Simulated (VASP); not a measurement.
# Cd3Br (P1) in VASP: single point with r2SCAN

Aim: the single point of Cd3Br with r2SCAN.

Program: VASP 6.6.1. These are calculated values, not measurements. Logs are shortened: lines on timing, memory, paths and dates and some standing lists are left out, and cuts for length are marked.

## (1) The cell of the first run

The typed cell holds 4 atoms: a = 4.482 Å, b = 4.494 Å, c = 4.496 Å, α = 89.76°, β = 89.79°, γ = 89.72°.

## (2) Single point, r2SCAN

Input file POSCAR:

```
Cd3Br
1.0
    4.4822754700      0.0107949100      0.0081801300
    0.0107949100      4.4942734100      0.0092571000
    0.0081801300      0.0092571000      4.4960421400
Cd Br
3 1
Direct
    0.9897780000      0.4919290000      0.4997030000
    0.5021600000      0.9913140000      0.4990410000
    0.5039270000      0.5004820000      0.9839260000
    0.0073330000      0.0017060000      0.9938560000
```

Input file INCAR.step1:

```
PREC     = Accurate       # precision mode
ENCUT    = 520            # plane-wave cutoff, eV
ISMEAR   = -1             # smearing method
SIGMA    = 0.1            # smearing width, eV
LREAL    = F              # projectors in reciprocal space
LASPH    = T              # aspherical terms in the spheres
NELM     = 100            # most SCF steps
NBANDS   = 30             # bands
GGA      = PE             # functional
ALGO     = Normal         # electronic algorithm
EDIFF    = 1E-4           # SCF threshold, eV
LWAVE    = T              # write WAVECAR
LCHARG   = F              # write CHGCAR
```

Input file INCAR.step2:

```
PREC     = Accurate       # precision mode
ENCUT    = 520            # plane-wave cutoff, eV
EDIFF    = 1E-6           # SCF threshold, eV
ISMEAR   = -1             # smearing method
SIGMA    = 0.1            # smearing width, eV
LREAL    = F              # projectors in reciprocal space
LASPH    = T              # aspherical terms in the spheres
NELM     = 100            # most SCF steps
ALGO     = Normal         # electronic algorithm
ISIF     = 2              # what is computed and relaxed
LWAVE    = F              # write WAVECAR
LCHARG   = F              # write CHGCAR
METAGGA  = R2SCAN         # meta-GGA
LMIXTAU  = T            
NBANDS   = 30             # bands
ISTART   = 1
```

Input file KPOINTS:

```
Automatic mesh
0
Gamma
  4 4 4
  0 0 0.5
```

Potentials or basis: VASP PAW PBE potentials, release 64 (Cd, Br).

Launch:

```console
cat potpaw_PBE.64/Cd/POTCAR potpaw_PBE.64/Br/POTCAR > POTCAR
cp INCAR.step1 INCAR
mpirun -np 1 vasp_std > vasp.out
cp INCAR.step2 INCAR
mpirun -np 1 vasp_std > vasp.out
```

OUTCAR:

```text
PREC = Accurate
   ENCUT = 520
   EDIFF = 1E-6
   ISMEAR = -1
   LREAL = F
   LASPH = T
   NELM = 100
   ISIF = 2
   METAGGA = R2SCAN
   ISTART = 1

 ion  position               nearest neighbor table
   1  0.990  0.492  0.500-   3 3.07   4 3.12   2 3.13   2 3.14   4 3.17   3 3.18   3 3.19   4 3.20
                             2 3.21   2 3.22   4 3.22   3 3.26
   2  0.502  0.991  0.499-   3 3.10   1 3.13   4 3.14   1 3.14   3 3.17   4 3.18   4 3.18   4 3.20
                             3 3.20   1 3.21   1 3.22   3 3.25
   3  0.504  0.500  0.984-   1 3.07   2 3.10   4 3.16   4 3.17   2 3.17   4 3.17   1 3.18   1 3.19
                             4 3.20   2 3.20   2 3.25   1 3.26
   4  0.007  0.002  0.994-   1 3.12   2 3.14   3 3.16   3 3.17   3 3.17   1 3.17   2 3.18   2 3.18
                             3 3.20   1 3.20   2 3.20   1 3.22

  LATTYP: Found a triclinic cell.
 ALAT       =     4.4942959079
 B/A-ratio  =     1.4115719940
 C/A-ratio  =     1.7379831532
 COS(alpha) =     0.0001529911
 COS(beta)  =     0.5805152876
 COS(gamma) =     0.7055080110

  Lattice vectors:

 A1 = (  -0.0107949100,  -4.4942734100,  -0.0092571000)
 A2 = (  -0.0026147800,  -4.4850163100,   4.4867850400)
 A3 = (  -4.5012505100,  -4.5143254200,  -4.5134793700)

Analysis of symmetry for initial positions (statically):
=====================================================================
 Subroutine PRICEL returns:
 Original cell was already a primitive cell.

 Routine SETGRP: Setting up the symmetry group for a
 triclinic supercell.

 Subroutine GETGRP returns: Found  1 space group operations
 (whereof  1 operations were pure point group operations)
 out of a pool of  2 trial point group operations.

The static configuration has the point symmetry C_1 .

Analysis of symmetry for dynamics (positions and initial velocities):
=====================================================================
 Subroutine PRICEL returns:
 Original cell was already a primitive cell.

 Routine SETGRP: Setting up the symmetry group for a
 triclinic supercell.

 Subroutine GETGRP returns: Found  1 space group operations
 (whereof  1 operations were pure point group operations)
 out of a pool of  2 trial point group operations.

The dynamic configuration has the point symmetry C_1 .

 Subroutine INISYM returns: Found  1 space group operations
 (whereof  1 operations are pure point group operations),
 and found     1 'primitive' translations

----------------------------------------------------------------------------------------

                                     Primitive cell

  volume of cell :      90.5696

  direct lattice vectors                    reciprocal lattice vectors
     4.482275470  0.010794910  0.008180130     0.223102996 -0.000535043 -0.000404814
     0.010794910  4.494273410  0.009257100    -0.000535043  0.222507604 -0.000457157
     0.008180130  0.009257100  4.496042140    -0.000404814 -0.000457157  0.222419522

  length of vectors
     4.482295933  4.494295908  4.496059111     0.223104005  0.222508717  0.222420360

  position of ions in fractional coordinates (direct lattice)
     0.989778000  0.491929000  0.499703000
     0.502160000  0.991314000  0.499041000
     0.503927000  0.500482000  0.983926000
     0.007333000  0.001706000  0.993856000

  ion indices of the primitive-cell ions
   primitive index   ion index
                 1           1
                 2           2
                 3           3
                 4           4

----------------------------------------------------------------------------------------

 KPOINTS: Automatic mesh

Automatic generation of k-mesh.
 Grid dimensions read from file:
 generate k-points for:    4    4    4

 Generating k-lattice:

  Cartesian coordinates                     Fractional coordinates (reciprocal lattice)
     0.055775749 -0.000133761 -0.000101203     0.250000000  0.000000000  0.000000000
    -0.000133761  0.055626901 -0.000114289     0.000000000  0.250000000  0.000000000
    -0.000101203 -0.000114289  0.055604880    -0.000000000  0.000000000  0.250000000

  Length of vectors
     0.055776001  0.055627179  0.055605090

  Shift w.r.t. Gamma in fractional coordinates (k-lattice)
     0.000000000  0.000000000  0.500000000

 Subroutine IBZKPT returns following result:
 ===========================================

 Found     32 irreducible k-points:

 Following reciprocal coordinates:
            Coordinates               Weight
 -0.000000  0.000000  0.125000      2.000000
  0.250000  0.000000  0.125000      2.000000
  0.500000 -0.000000  0.125000      2.000000
 -0.250000 -0.000000  0.125000      2.000000
 -0.000000  0.250000  0.125000      2.000000
  0.250000  0.250000  0.125000      2.000000
[... 16 lines left out ...]
  0.500000  0.250000  0.375000      2.000000
 -0.250000  0.250000  0.375000      2.000000
 [... further k-points ...]
   k-points           NKPTS =     32   k-points in BZ     NKDIM =     32   number of bands    NBANDS=     30
   number of dos      NEDOS =    301   number of ions     NIONS =      4
   total plane-waves  NPLWV =  46656
   dimension x,y,z NGX =    36 NGY =   36 NGZ =   36
   dimension x,y,z NGXF=    72 NGYF=   72 NGZF=   72
   ions per type =               3   1
   NGX,Y,Z   is equivalent  to a cutoff of  13.35, 13.32, 13.31 a.u.
   NGXF,Y,Z  is equivalent  to a cutoff of  26.70, 26.63, 26.62 a.u.
 SYSTEM =  unknown system
   PREC   = accura    normal or accurate (medium, high low for compatibility)
   ISTART =      1    job   : 0-new  1-cont  2-samecut
   ICHARG =      0    charge: 1-file 2-atom 10-const
   ISPIN  =      1    spin polarized calculation?
   LNONCOLLINEAR =      F non collinear calculations
   LSORBIT =      F    spin-orbit coupling
   LASPH  =      T    aspherical Exc in radial PAW
   ENCUT  =  520.0 eV  38.22 Ry    6.18 a.u.   8.33  8.36  8.36*2*pi/ulx,y,z
   NELM   =    100;   NELMIN=  2; NELMDL=  0     # of ELM steps
   EDIFF  = 0.1E-05   stopping-criterion for ELM
   LREAL  =      F    real-space projection
   EDIFFG = 0.1E-04   stopping-criterion for IOM
   NSW    =      0    number of steps for IOM
   IBRION =     -1    ionic relax: 0-MD 1-quasi-New 2-CG
   NFREE  =      0    steps in history (QN), initial steepest desc. (CG)
   ISIF   =      2    stress and relaxation
   ISYM   =      2    0-nonsym 1-usesym 2-fastsym
   POTIM  = 0.5000    time-step for ionic-motion
   TEBEG  =    0.0;   TEEND  =   0.0 temperature during run
   PSTRESS=    0.0 pullay stress
   NELECT =      43.0000    total number of electrons
   NUPDOWN=      -1.0000    fix difference up-down
   EMIN   =  10.00;   EMAX   =-10.00  energy-range for DOS
   EFERMI =   0.00;   METHOD = LEGACY
   ISMEAR =    -1;   SIGMA  =   0.10  broadening in eV -4-tet -1-fermi 0-gaus
   EFERMI_NEDOS =   21; number of points for ismear=-14 and -15
   IALGO  =     38    algorithm
   IMIX   =      4    mixing-type and parameters
     AMIX     =   0.40;   BMIX     =  1.00
     AMIX_MAG =   1.60;   BMIX_MAG =  1.00
  volume/ion in A,a.u.               =      22.64       152.80
  Fermi-wavevector in a.u.,A,eV,Ry     =   1.277135  2.413435 22.192103  1.631074
  Thomas-Fermi vector in A             =   2.409752
   LORBIT       =      0    0 simple, 1 ext, 2 COOP (PROOUT), +10 PAW based schemes
   METAGGA = R2SCAN    functional components
   LHFCALC =     F    Hartree Fock is set to
   AEXX    =    0.0000 exact exchange contribution
   IVDW    =     0    specifies the selected vdW correction
   LEPSILON=     F    determine dielectric tensor
   LRPA    =     F    only Hartree local field effects (RPA)
 non-spin polarized calculation
  energy-cutoff  :      520.00
  volume of cell :       90.57
 maximum number of plane-waves:      2462
 NGX is ok and might be reduce to    36
   NGX = 17   NGY = 17   NGZ = 17

 number of electron      43.0000006 magnetization

 Free energy of the ion-electron system (eV)
  ---------------------------------------------------
  ext. energy  EPLUGINS =         0.00000000
  ---------------------------------------------------
  free energy    TOTEN  =       -73.33467875 eV

  energy without entropy =      -73.28856246  energy(sigma->0) =      -73.31162060

 E-fermi :   3.2500     XC(G=0): -11.1357

 val. band max:        3.0841601202   @ k =   0.5000   0.5000   0.1250
 cond. band min:       3.2673165906   @ k =  -0.2500   0.2500   0.1250
 fundamental gap:      0.1831564705
 Fermi energy:         3.2500185109

 k-point     1 :      -0.0000    0.0000    0.1250
  band No.  band energies     occupation
      1     -13.8421      2.00000
      2      -6.6015      2.00000
      3      -6.5536      2.00000
      4      -6.5467      2.00000
      5      -6.5230      2.00000
      6      -6.3432      2.00000
[... 22 lines left out ...]
     29      11.5379      0.00000
     30      12.2561      0.00000

 k-point     2 :       0.2500    0.0000    0.1250
  band No.  band energies     occupation
      1     -13.7853      2.00000
      2      -6.5283      2.00000
      3      -6.5054      2.00000
      4      -6.4426      2.00000
      5      -6.4041      2.00000
      6      -6.3230      2.00000
[... 22 lines left out ...]
     29      12.2148      0.00000
     30      12.8689      0.00000

 k-point     3 :       0.5000   -0.0000    0.1250
  band No.  band energies     occupation
      1     -13.7259      2.00000
      2      -6.4788      2.00000
      3      -6.4362      2.00000
      4      -6.2998      2.00000
      5      -6.2694      2.00000
      6      -6.2311      2.00000
[... 22 lines left out ...]
     29      11.5426      0.00000
     30      11.7201      0.00000

 k-point     4 :      -0.2500   -0.0000    0.1250
  band No.  band energies     occupation
      1     -13.7848      2.00000
      2      -6.5233      2.00000
      3      -6.4940      2.00000
      4      -6.4459      2.00000
      5      -6.4079      2.00000
      6      -6.3231      2.00000
[... 616 lines left out ...]
     29      12.1509      0.00000
     30      13.4868      0.00000

 k-point    23 :       0.5000    0.2500    0.3750
  band No.  band energies     occupation
      1     -13.6701      2.00000
      2      -6.4131      2.00000
      3      -6.3640      2.00000
      4      -6.2870      2.00000
      5      -6.2224      2.00000
      6      -6.1896      2.00000
[... 22 lines left out ...]
     29      13.1316      0.00000
     30      13.2735      0.00000

 k-point    24 :      -0.2500    0.2500    0.3750
  band No.  band energies     occupation
      1     -13.6941      2.00000
      2      -6.4692      2.00000
      3      -6.3226      2.00000
      4      -6.2911      2.00000
      5      -6.2659      2.00000
      6      -6.1498      2.00000
[... 22 lines left out ...]
     29      12.1307      0.00000
     30      13.3830      0.00000

 [... further k-points ...]
[... 5 lines left out ...]
  --------------------------------------------------------------------------------------
  -------------------------------------------------------------------------------------
  Total        3.9572718      3.9333085      3.4930617      0.0356414     -0.0179418     -0.0311947
  in kB       70.0041589     69.5802478     61.7922805      0.6304973     -0.3173902     -0.5518341
  external PRESSURE =      67.1255624 kB  Pullay stress =       0.0000000 kB

 VOLUME and BASIS-vectors are now :
 -----------------------------------------------------------------------------
  energy-cutoff  :      520.00
  volume of cell :       90.57
      direct lattice vectors                 reciprocal lattice vectors
     4.482275470  0.010794910  0.008180130     0.223102996 -0.000535043 -0.000404814
     0.010794910  4.494273410  0.009257100    -0.000535043  0.222507604 -0.000457157
     0.008180130  0.009257100  4.496042140    -0.000404814 -0.000457157  0.222419522

 POSITION                                       TOTAL-FORCE (eV/Angst)
 -----------------------------------------------------------------------------------
      4.44586      2.22617      2.25934         0.049102      0.040874     -0.134343
      2.26560      4.46528      2.25699        -0.038524     -0.001784     -0.125828
      2.27219      2.26385      4.43253        -0.058976     -0.024500      0.101985
      0.04102      0.01695      4.46849         0.048398     -0.014590      0.158186
 -----------------------------------------------------------------------------------
    total drift:                               -0.001963     -0.000895      0.000785

  FREE ENERGIE OF THE ION-ELECTRON SYSTEM (eV)
  ---------------------------------------------------
  free  energy   TOTEN  =       -73.3346787502 eV

  energy  without entropy=      -73.2885624576  energy(sigma->0) =      -73.31162060
```

Wall time 3.2 min (1 thread of AMD EPYC 9R45 (Zen 5), shared host); peak memory 0.22 GiB.

What came out:

| Property | Result |
| --- | --- |
| Free energy | -73.3347 eV |
| Pressure | 6.7 GPa |
| Largest force | 0.166 eV/Å |
| Band gap on the k mesh | zero (an odd number of electrons rules out a gap without spin polarisation) |

Forces on the atoms (eV/Å):
```
Cd   0.049  0.041 -0.134
Cd  -0.039 -0.002 -0.126
Cd  -0.059 -0.025  0.102
Br   0.048 -0.015  0.158
```

Stress tensor (GPa, compression positive):
```
 7.00  0.06 -0.06
 0.06  6.96 -0.03
-0.06 -0.03  6.18
```

Caveat: the cell stands under pressure; the PAW data sets were made with another functional, which shifts forces and pressure a little; an odd number of electrons without spin polarisation forces a metal; a magnetic or distorted state may lie lower.
